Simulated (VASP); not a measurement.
# Ti4C in VASP: notebook

The runs below take Ti4C through single point, relaxation of the atoms, with PBE.

Everything below comes from runs of VASP 6.6.1. Logs are shortened: lines on timing, memory, paths and dates and some standing lists are left out, and cuts for length are marked.

## Step 1: The cell of the first run

The cell holds a slab with vacuum, 5 atoms: a = 3.256 Å, b = 3.256 Å, c = 20.180 Å, α = 90.00°, β = 90.00°, γ = 90.00°.

## Step 2: Single point, PBE

INCAR

```
SYSTEM = Ti4C
PREC = Accurate
ENCUT = 520
EDIFF = 1E-6
ISMEAR = 0
SIGMA = 0.1
LREAL = .False.
LASPH = .True.
NELM = 80
ALGO = Normal
ISIF = 2
LWAVE = .False.
LCHARG = .False.
LDIPOL = .True.
IDIPOL = 3
DIPOL = 0.5 0.5 0.351
GGA = PE
NBANDS = 34
```

KPOINTS

```
Automatic mesh
0
Gamma
  8 8 1
  0 0 0
```

POSCAR

```
Ti4C
1.0
    3.2555055347      0.0000000000      0.0000000000
    0.0000000000      3.2555055347      0.0000000000
    0.0000000000      0.0000000000     20.1798089631
Ti C
4 1
Direct
    0.5000000000      0.5000000000      0.1982179320
    0.0000000000      0.0000000000      0.2788803788
    0.5000000000      0.5000000000      0.3551905195
    0.0000000000      0.0000000000      0.4301234456
    0.2500000000      0.2500000000      0.4931173943
```

Potentials or basis: VASP PAW PBE potentials, release 64 (Ti_sv, C).

Started as:

```bash
$ cat potpaw_PBE.64/Ti_sv/POTCAR potpaw_PBE.64/C/POTCAR > POTCAR
$ mpirun -np 1 vasp_std > vasp.out
```

OUTCAR:

```text
SYSTEM = Ti4C
   PREC = Accurate
   ENCUT = 520
   EDIFF = 1E-6
   ISMEAR = 0
   LREAL = .False.
   LASPH = .True.
   NELM = 80
   ISIF = 2
   GGA = PE

 ion  position               nearest neighbor table
   1  0.500  0.500  0.198-   2 2.82   2 2.82   2 2.82   2 2.82
   2  0.000  0.000  0.279-   3 2.77   3 2.77   3 2.77   3 2.77   1 2.82   1 2.82   1 2.82   1 2.82

   3  0.500  0.500  0.355-   4 2.75   4 2.75   4 2.75   4 2.75   2 2.77   2 2.77   2 2.77   2 2.77

   4  0.000  0.000  0.430-   5 1.71   3 2.75   3 2.75   3 2.75   3 2.75
   5  0.250  0.250  0.493-   4 1.71

  LATTYP: Found a simple tetragonal cell.
 ALAT       =     3.2555055347
 C/A-ratio  =     6.1986713732

  Lattice vectors:

 A1 = (   3.2555055347,   0.0000000000,   0.0000000000)
 A2 = (   0.0000000000,   3.2555055347,   0.0000000000)
 A3 = (   0.0000000000,   0.0000000000,  20.1798089631)

Analysis of symmetry for initial positions (statically):
=====================================================================
 Subroutine PRICEL returns:
 Original cell was already a primitive cell.

 Routine SETGRP: Setting up the symmetry group for a
 simple tetragonal supercell.

 Subroutine GETGRP returns: Found  2 space group operations
 (whereof  2 operations were pure point group operations)
 out of a pool of 16 trial point group operations.

The static configuration has the point symmetry C_1h.

Analysis of symmetry for dynamics (positions and initial velocities):
=====================================================================
 Subroutine PRICEL returns:
 Original cell was already a primitive cell.

 Routine SETGRP: Setting up the symmetry group for a
 simple tetragonal supercell.

 Subroutine GETGRP returns: Found  2 space group operations
 (whereof  2 operations were pure point group operations)
 out of a pool of 16 trial point group operations.

The dynamic configuration has the point symmetry C_1h.

 Subroutine INISYM returns: Found  2 space group operations
 (whereof  2 operations are pure point group operations),
 and found     1 'primitive' translations

----------------------------------------------------------------------------------------

                                     Primitive cell

  volume of cell :     213.8720

  direct lattice vectors                    reciprocal lattice vectors
     3.255505535  0.000000000  0.000000000     0.307171955  0.000000000  0.000000000
     0.000000000  3.255505535  0.000000000     0.000000000  0.307171955  0.000000000
     0.000000000  0.000000000 20.179808963     0.000000000  0.000000000  0.049554483

  length of vectors
     3.255505535  3.255505535 20.179808963     0.307171955  0.307171955  0.049554483

  position of ions in fractional coordinates (direct lattice)
     0.500000000  0.500000000  0.198217932
     0.000000000  0.000000000  0.278880379
     0.500000000  0.500000000  0.355190519
     0.000000000  0.000000000  0.430123446
     0.250000000  0.250000000  0.493117394

  ion indices of the primitive-cell ions
   primitive index   ion index
                 1           1
                 2           2
                 3           3
                 4           4
                 5           5

----------------------------------------------------------------------------------------

 KPOINTS: Automatic mesh

Automatic generation of k-mesh.
 Grid dimensions read from file:
 generate k-points for:    8    8    1

 Generating k-lattice:

  Cartesian coordinates                     Fractional coordinates (reciprocal lattice)
     0.038396494  0.000000000  0.000000000     0.125000000  0.000000000  0.000000000
     0.000000000  0.038396494  0.000000000     0.000000000  0.125000000  0.000000000
     0.000000000  0.000000000  0.049554483     0.000000000  0.000000000  1.000000000

  Length of vectors
     0.038396494  0.038396494  0.049554483

  Shift w.r.t. Gamma in fractional coordinates (k-lattice)
     0.000000000  0.000000000  0.000000000

 Subroutine IBZKPT returns following result:
 ===========================================

 Found     21 irreducible k-points:

 Following reciprocal coordinates:
            Coordinates               Weight
  0.000000  0.000000  0.000000      1.000000
  0.125000  0.000000  0.000000      4.000000
  0.250000  0.000000  0.000000      4.000000
  0.375000  0.000000  0.000000      4.000000
  0.500000  0.000000  0.000000      2.000000
  0.125000  0.125000  0.000000      2.000000
[... 13 lines left out ...]
  0.500000  0.375000  0.000000      4.000000
  0.500000  0.500000  0.000000      1.000000
   k-points           NKPTS =     21   k-points in BZ     NKDIM =     21   number of bands    NBANDS=     34
   number of dos      NEDOS =    301   number of ions     NIONS =      5
   total plane-waves  NPLWV =  86400
   dimension x,y,z NGX =    24 NGY =   24 NGZ =  150
   dimension x,y,z NGXF=    48 NGYF=   48 NGZF=  300
   ions per type =               4   1
   NGX,Y,Z   is equivalent  to a cutoff of  12.26, 12.26, 12.36 a.u.
   NGXF,Y,Z  is equivalent  to a cutoff of  24.51, 24.51, 24.71 a.u.
 SYSTEM =  Ti4C
   PREC   = accura    normal or accurate (medium, high low for compatibility)
   ISTART =      0    job   : 0-new  1-cont  2-samecut
   ICHARG =      2    charge: 1-file 2-atom 10-const
   ISPIN  =      1    spin polarized calculation?
   LNONCOLLINEAR =      F non collinear calculations
   LSORBIT =      F    spin-orbit coupling
   LASPH  =      T    aspherical Exc in radial PAW
   ENCUT  =  520.0 eV  38.22 Ry    6.18 a.u.   6.05  6.05 37.52*2*pi/ulx,y,z
   NELM   =     80;   NELMIN=  2; NELMDL= -5     # of ELM steps
   EDIFF  = 0.1E-05   stopping-criterion for ELM
   LREAL  =      F    real-space projection
[... 7 lines left out ...]
   TEBEG  =    0.0;   TEEND  =   0.0 temperature during run
   PSTRESS=    0.0 pullay stress
   NELECT =      52.0000    total number of electrons
   NUPDOWN=      -1.0000    fix difference up-down
   EMIN   =  10.00;   EMAX   =-10.00  energy-range for DOS
   EFERMI =   0.00;   METHOD = LEGACY
   ISMEAR =     0;   SIGMA  =   0.10  broadening in eV -4-tet -1-fermi 0-gaus
   EFERMI_NEDOS =   21; number of points for ismear=-14 and -15
   IALGO  =     38    algorithm
   IMIX   =      4    mixing-type and parameters
     AMIX     =   0.40;   BMIX     =  1.00
     AMIX_MAG =   1.60;   BMIX_MAG =  1.00
  volume/ion in A,a.u.               =      42.77       288.66
  Fermi-wavevector in a.u.,A,eV,Ry     =   1.021781  1.930887 14.204987  1.044037
  Thomas-Fermi vector in A             =   2.155425
   LORBIT       =      0    0 simple, 1 ext, 2 COOP (PROOUT), +10 PAW based schemes
   GGA     = PE    functional components
   LHFCALC =     F    Hartree Fock is set to
   AEXX    =    0.0000 exact exchange contribution
   IVDW    =     0    specifies the selected vdW correction
   LEPSILON=     F    determine dielectric tensor
   LRPA    =     F    only Hartree local field effects (RPA)
 non-spin polarized calculation
 Gauss-broadening in eV      SIGMA  =   0.10
  energy-cutoff  :      520.00
  volume of cell :      213.87
 maximum number of plane-waves:      5810
   NGX = 13   NGY = 13   NGZ = 75

 dipolmoment           0.000000      0.000000     -0.018224 electrons x Angstroem

 number of electron      52.0000023 magnetization

 dipolmoment           0.000000      0.000000      0.203116 electrons x Angstroem

 Free energy of the ion-electron system (eV)
  ---------------------------------------------------
  ext. energy  EPLUGINS =         0.00000000
  ---------------------------------------------------
  free energy    TOTEN  =       -34.79732999 eV

  energy without entropy =      -34.75186724  energy(sigma->0) =      -34.77459862

 E-fermi :  -0.3894     XC(G=0):  -5.1116

 val. band max:       -0.4051366028   @ k =   0.3750   0.0000   0.0000
 cond. band min:      -0.3819893441   @ k =   0.5000   0.0000   0.0000
 fundamental gap:      0.0231472588
 Fermi energy:        -0.3894408348

 k-point     1 :       0.0000    0.0000    0.0000
  band No.  band energies     occupation
      1     -57.4514      2.00000
      2     -56.8127      2.00000
      3     -56.6357      2.00000
      4     -56.2933      2.00000
      5     -33.7984      2.00000
      6     -33.6201      2.00000
[... 26 lines left out ...]
     33       1.4138      0.00000
     34       1.7972      0.00000

 k-point     2 :       0.1250    0.0000    0.0000
  band No.  band energies     occupation
      1     -57.4494      2.00000
      2     -56.8059      2.00000
      3     -56.6383      2.00000
      4     -56.2935      2.00000
      5     -33.7999      2.00000
      6     -33.6337      2.00000
[... 26 lines left out ...]
     33       1.6049      0.00000
     34       1.8437      0.00000

 k-point     3 :       0.2500    0.0000    0.0000
  band No.  band energies     occupation
      1     -57.4445      2.00000
      2     -56.7882      2.00000
      3     -56.6462      2.00000
      4     -56.2939      2.00000
      5     -33.8045      2.00000
      6     -33.6789      2.00000
[... 26 lines left out ...]
     33       1.4764      0.00000
     34       1.7465      0.00000
[... 593 lines left out ...]
 k-point    20 :       0.5000    0.3750    0.0000
  band No.  band energies     occupation
      1     -57.4292      2.00000
      2     -56.7477      2.00000
      3     -56.6544      2.00000
      4     -56.2851      2.00000
      5     -33.7742      2.00000
      6     -33.7369      2.00000
[... 26 lines left out ...]
     33       1.5610      0.00000
     34       2.4323      0.00000

 k-point    21 :       0.5000    0.5000    0.0000
  band No.  band energies     occupation
      1     -57.4278      2.00000
      2     -56.7461      2.00000
      3     -56.6528      2.00000
      4     -56.2835      2.00000
      5     -33.7636      2.00000
      6     -33.7448      2.00000
[... 26 lines left out ...]
     33       1.7769      0.00000
     34       2.2147      0.00000

------------------------ aborting loop because EDIFF is reached ----------------------------------------

 vacuum level on the upper side and lower side of the slab       (xc-potential included)         1.680        -1.793

  FORCE on cell =-STRESS in cart. coord.  units (eV):
  Direction    XX          YY          ZZ          XY          YZ          ZX
  --------------------------------------------------------------------------------------
  -------------------------------------------------------------------------------------
  Total       -0.9747515     -0.9747515      0.0950029      1.5174655      3.1938680      3.1938686
  in kB       -7.3021470     -7.3021470      0.7116945     11.3677754     23.9261939     23.9261982
  external PRESSURE =      -4.6308665 kB  Pullay stress =       0.0000000 kB

 VOLUME and BASIS-vectors are now :
 -----------------------------------------------------------------------------
  energy-cutoff  :      520.00
  volume of cell :      213.87
      direct lattice vectors                 reciprocal lattice vectors
     3.255505535  0.000000000  0.000000000     0.307171955  0.000000000  0.000000000
     0.000000000  3.255505535  0.000000000     0.000000000  0.307171955  0.000000000
     0.000000000  0.000000000 20.179808963     0.000000000  0.000000000  0.049554483

 POSITION                                       TOTAL-FORCE (eV/Angst)
 -----------------------------------------------------------------------------------
      1.62775      1.62775      4.00000        -0.082190     -0.082190      0.547029
      0.00000      0.00000      5.62775         0.112340      0.112340     -0.572911
      1.62775      1.62775      7.16768         0.062540      0.062540     -0.550074
      0.00000      0.00000      8.67981        -2.647058     -2.647058      0.507816
      0.81388      0.81388      9.95101         2.554368      2.554368      0.068139
 -----------------------------------------------------------------------------------
    total drift:                                0.000027      0.000027     -0.000128

  FREE ENERGIE OF THE ION-ELECTRON SYSTEM (eV)
  ---------------------------------------------------
  free  energy   TOTEN  =       -34.7973299944 eV

  energy  without entropy=      -34.7518672380  energy(sigma->0) =      -34.77459862

 vacuum level on the upper side and lower side of the slab         6.266         2.727
```

Run time: 2.9 min. Hardware: 1 thread of AMD EPYC 9R45 (Zen 5), shared host; peak memory 0.32 GiB.

What came out:

```
Free energy            : -34.7973 eV
Largest force          : 3.778 eV/Å
Band gap on the k mesh : zero (bands 26 and 27 overlap by 0.56 eV)
```

Forces in eV/Å, atoms in the order of the input:
```
Ti  -0.082 -0.082  0.547
Ti   0.112  0.112 -0.573
Ti   0.063  0.063 -0.550
Ti  -2.647 -2.647  0.508
C    2.554  2.554  0.068
```

## Step 3: Single point, PBE

INCAR

```
  PREC = Accurate
  ENCUT = 520
  EDIFF = 1E-6
  ISMEAR = 0
  SIGMA = 0.1
  LREAL = F
  LASPH = T
  NELM = 60
  ALGO = Normal
  ISIF = 2
  LWAVE = F
  LCHARG = F
  LDIPOL = T
  IDIPOL = 3
  DIPOL = 0.5 0.5 0.356
  GGA = PE
  NBANDS = 34
```

KPOINTS

```
regular mesh
0
Gamma
  8 8 1
```

Changes to POSCAR since step 2:

```diff
@@ -12,2 +12,2 @@
     0.0000000000      0.0000000000      0.4301234456
-    0.2500000000      0.2500000000      0.4931173943
+    0.1250000000      0.1250000000      0.5162775217
```

Potentials or basis: VASP PAW PBE potentials, release 64 (Ti_sv, C).

Started as:

```bash
$ cat potpaw_PBE.64/Ti_sv/POTCAR potpaw_PBE.64/C/POTCAR > POTCAR
$ mpirun -np 1 vasp_std > vasp.out
```

Run time: 3.2 min. Hardware: 1 thread of AMD EPYC 9R45 (Zen 5), shared host; peak memory 0.31 GiB.

The run converged. Its results:

```
Free energy            : -33.4604 eV
Largest force          : 1.667 eV/Å
Band gap on the k mesh : zero (bands 26 and 27 overlap by 0.67 eV)
```

Forces on the atoms (eV/Å):
```
Ti  -0.044 -0.044  0.517
Ti   0.112  0.112 -0.296
Ti   0.096  0.096 -0.712
Ti  -1.139 -1.139  0.429
C    0.976  0.976  0.062
```

Levels at points of the mesh, in eV from the Fermi level:
| k point | band 23 | band 24 | band 25 | band 26 | band 27 | band 28 | band 29 | band 30 |
| --- | --- | --- | --- | --- | --- | --- | --- | --- |
| (0.00, 0.00, 0.00) | -0.81 | -0.33 | 0.22 | 0.42 | 0.91 | 0.91 | 1.00 | 1.00 |
| (0.50, 0.00, 0.00) | -0.48 | -0.30 | -0.15 | -0.07 | 0.10 | 0.61 | 0.99 | 1.16 |
| (0.50, 0.50, 0.00) | -0.63 | -0.58 | -0.41 | -0.39 | -0.21 | 0.08 | 0.35 | 0.83 |

## Step 4: Single point, PBE

INCAR

```
PREC = Accurate
ENCUT = 520
EDIFF = 1E-7
ISMEAR = 0
SIGMA = 0.1
LREAL = False
LASPH = True
NELM = 80
ALGO = Normal
ISIF = 2
LWAVE = False
LCHARG = False
LDIPOL = True
IDIPOL = 3
DIPOL = 0.5 0.5 0.342
GGA = PE
NBANDS = 34
```

KPOINTS is that of step 3.

Changes to POSCAR since step 3:

```diff
@@ -12,2 +12,2 @@
     0.0000000000      0.0000000000      0.4301234456
-    0.1250000000      0.1250000000      0.5162775217
+    0.3750000000      0.3750000000      0.4499806481
```

Potentials or basis: VASP PAW PBE potentials, release 64 (Ti_sv, C).

Started as:

```bash
$ cat potpaw_PBE.64/Ti_sv/POTCAR potpaw_PBE.64/C/POTCAR > POTCAR
$ mpirun -np 1 vasp_std > vasp.out
```

OUTCAR:

```text
PREC = Accurate
   ENCUT = 520
   EDIFF = 1E-7
   ISMEAR = 0
   LREAL = False
   LASPH = True
   NELM = 80
   ISIF = 2
   GGA = PE

 ion  position               nearest neighbor table
   1  0.500  0.500  0.198-   2 2.82   2 2.82   2 2.82   2 2.82
   2  0.000  0.000  0.279-   3 2.77   3 2.77   3 2.77   3 2.77   1 2.82   1 2.82   1 2.82   1 2.82

   3  0.500  0.500  0.355-   5 2.00   4 2.75   4 2.75   4 2.75   4 2.75   2 2.77   2 2.77   2 2.77
                             2 2.77
   4  0.000  0.000  0.430-   5 1.77   5 2.41   5 2.41   3 2.75   3 2.75   3 2.75   3 2.75
   5  0.375  0.375  0.450-   4 1.77   3 2.00   4 2.41   4 2.41

  LATTYP: Found a simple tetragonal cell.
 ALAT       =     3.2555055347
 C/A-ratio  =     6.1986713732

  Lattice vectors:

 A1 = (   3.2555055347,   0.0000000000,   0.0000000000)
 A2 = (   0.0000000000,   3.2555055347,   0.0000000000)
 A3 = (   0.0000000000,   0.0000000000,  20.1798089631)

Analysis of symmetry for initial positions (statically):
=====================================================================
 Subroutine PRICEL returns:
 Original cell was already a primitive cell.

 Routine SETGRP: Setting up the symmetry group for a
 simple tetragonal supercell.
[... 181 lines left out ...]
  band No.  band energies     occupation
      1     -56.7225      2.00000
      2     -56.3533      2.00000
      3     -56.0521      2.00000
      4     -55.9172      2.00000
      5     -33.0730      2.00000
      6     -32.8923      2.00000
[... 766 lines left out ...]
     33       2.6410      0.00000
     34       2.8005      0.00000

------------------------ aborting loop because EDIFF is reached ----------------------------------------

 vacuum level on the upper side and lower side of the slab       (xc-potential included)         0.662        -0.938

  FORCE on cell =-STRESS in cart. coord.  units (eV):
  Direction    XX          YY          ZZ          XY          YZ          ZX
  --------------------------------------------------------------------------------------
  -------------------------------------------------------------------------------------
  Total        0.3439596      0.3439596      2.5369425      3.5135243      0.9483558      0.9483563
  in kB        2.5767010      2.5767010     19.0049744     26.3208326      7.1044090      7.1044131
  external PRESSURE =       8.0527921 kB  Pullay stress =       0.0000000 kB

 VOLUME and BASIS-vectors are now :
 -----------------------------------------------------------------------------
  energy-cutoff  :      520.00
  volume of cell :      213.87
      direct lattice vectors                 reciprocal lattice vectors
     3.255505535  0.000000000  0.000000000     0.307171955  0.000000000  0.000000000
     0.000000000  3.255505535  0.000000000     0.000000000  0.307171955  0.000000000
     0.000000000  0.000000000 20.179808963     0.000000000  0.000000000  0.049554483

 POSITION                                       TOTAL-FORCE (eV/Angst)
 -----------------------------------------------------------------------------------
      1.62775      1.62775      4.00000        -0.047065     -0.047065      0.327373
      0.00000      0.00000      5.62775         0.070336      0.070336     -0.742393
      1.62775      1.62775      7.16768         0.119203      0.119203     -1.198073
      0.00000      0.00000      8.67981        -2.945768     -2.945768      1.576035
      1.22081      1.22081      9.08052         2.803294      2.803294      0.037057
 -----------------------------------------------------------------------------------
    total drift:                               -0.000014     -0.000014     -0.000118

  FREE ENERGIE OF THE ION-ELECTRON SYSTEM (eV)
  ---------------------------------------------------
  free  energy   TOTEN  =       -37.9812955190 eV

  energy  without entropy=      -37.9473513614  energy(sigma->0) =      -37.96432344

 vacuum level on the upper side and lower side of the slab         4.989         3.333
```

OSZICAR:

```text
N       E                     dE             d eps       ncg     rms          rms(c)
DAV:   1     0.634264496792E+03    0.63426E+03   -0.28160E+04  1644   0.152E+03
DAV:   2     0.442023382401E+02   -0.59006E+03   -0.57792E+03  1524   0.483E+02
DAV:   3    -0.353032260996E+02   -0.79506E+02   -0.77870E+02  2414   0.155E+02
[... 21 lines left out ...]
DAV:  25    -0.379812501847E+02   -0.55405E-04   -0.77049E-06  1632   0.109E-02    0.347E-03
DAV:  26    -0.379812884705E+02   -0.38286E-04   -0.70218E-06  1398   0.106E-02    0.192E-03
DAV:  27    -0.379812941440E+02   -0.56734E-05   -0.81017E-07  1472   0.390E-03    0.123E-03
DAV:  28    -0.379812951589E+02   -0.10149E-05   -0.11209E-07  1176   0.294E-03    0.689E-04
DAV:  29    -0.379812955333E+02   -0.37441E-06   -0.20345E-07  1256   0.251E-03    0.512E-04
DAV:  30    -0.379812955190E+02    0.14325E-07   -0.23437E-08   956   0.142E-03
   1 F= -.37981296E+02 E0= -.37964323E+02  d E =-.339442E-01
```

stdout:

```text
POSCAR found type information on POSCAR TiC
 POSCAR found :  2 types and       5 ions
 scaLAPACK will be used
 LDA part: xc-table for (Slater+PW92), standard interpolation
 POSCAR, INCAR and KPOINTS ok, starting setup
 FFT: planning ... GRIDC
 FFT: planning ... GRID_SOFT
 FFT: planning ... GRID
 WAVECAR not read
 entering main loop
```

Wall time 3.3 min (1 thread of AMD EPYC 9R45 (Zen 5), shared host); peak memory 0.31 GiB.

Results:

```
Free energy            : -37.9813 eV
Largest force          : 4.454 eV/Å
Band gap on the k mesh : zero (bands 26 and 27 overlap by 0.58 eV)
```

Forces in eV/Å, atoms in the order of the input:
```
Ti  -0.047 -0.047  0.327
Ti   0.070  0.070 -0.742
Ti   0.119  0.119 -1.198
Ti  -2.946 -2.946  1.576
C    2.803  2.803  0.037
```

(Continued in part 2 of 2.)
